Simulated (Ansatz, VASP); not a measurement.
## HgF3 in VASP and in Ansatz

File INCAR:

```
SYSTEM = HgF3
PREC = Accurate
ENCUT = 520
EDIFF = 1E-7
ISMEAR = -1
SIGMA = 0.05
LREAL = .FALSE.
LASPH = .TRUE.
NELM = 80
ALGO = Normal
ISIF = 2
LWAVE = .FALSE.
LCHARG = .TRUE.
GGA = PE
LELF = .TRUE.
LVHAR = .TRUE.
NBANDS = 24
```

KPOINTS

```
regular mesh
0
G
  8 8 8
  0 0 0
```

The input POSCAR:

```
HgF3
1.0
    0.0000000000      2.9008486234      2.9008486234
    2.9008486234      0.0000000000      2.9008486234
    2.9008486234      2.9008486234      0.0000000000
Hg F
1 3
Direct
    0.0000000000      0.0000000000      0.0000000000
    0.5000000000      0.5000000000      0.5000000000
    0.7500000000      0.7500000000      0.7500000000
    0.2500000000      0.2500000000      0.2500000000
```

File input.yaml:

```yaml
crystal:
  lattice:
    - [0.0, 2.9008486234, 2.9008486234]
    - [2.9008486234, 0.0, 2.9008486234]
    - [2.9008486234, 2.9008486234, 0.0]
  atoms:
    - { symbol: Hg, position: [0.0, 0.0, 0.0] }
    - { symbol: F, position: [0.5, 0.5, 0.5] }
    - { symbol: F, position: [0.75, 0.75, 0.75] }
    - { symbol: F, position: [0.25, 0.25, 0.25] }
hamiltonian:
  xc: pbe
  pseudopotentials: { kind: paw }
kpoints:
  mp_grid: { grid: [8, 8, 8] }
scf:
  occupations: { method: fermi_dirac, width: 0.05 }
output:
  forces: true
  stress: true
  eigenvalues: true
```

Alike in both runs: task single point; functional PBE; k mesh 8 × 8 × 8; occupations fermi-dirac, width 0.05 eV; no spin polarisation.

```csv
,VASP,Ansatz
version,VASP 6.6.1,Ansatz 0.2.0
potentials or method,"VASP PAW PBE potentials, release 64 (Hg, F)",Ansatz PAW
plane-wave cutoff (eV),520,420
valence electrons in the cell,33,41
```

```csv
,VASP,Ansatz,Ansatz less VASP
gap on the k mesh at the Fermi level (eV),none,none,-
pressure (GPa),-1.8,-1.9,-0.13
```

A gap of «none» marks a metal or a gap that the smearing closes. VASP's potentials hold 33 valence electrons a cell and Ansatz's 41, so a difference there can come from the potentials and not from the codes.

Neither program's run includes spin-orbit coupling.
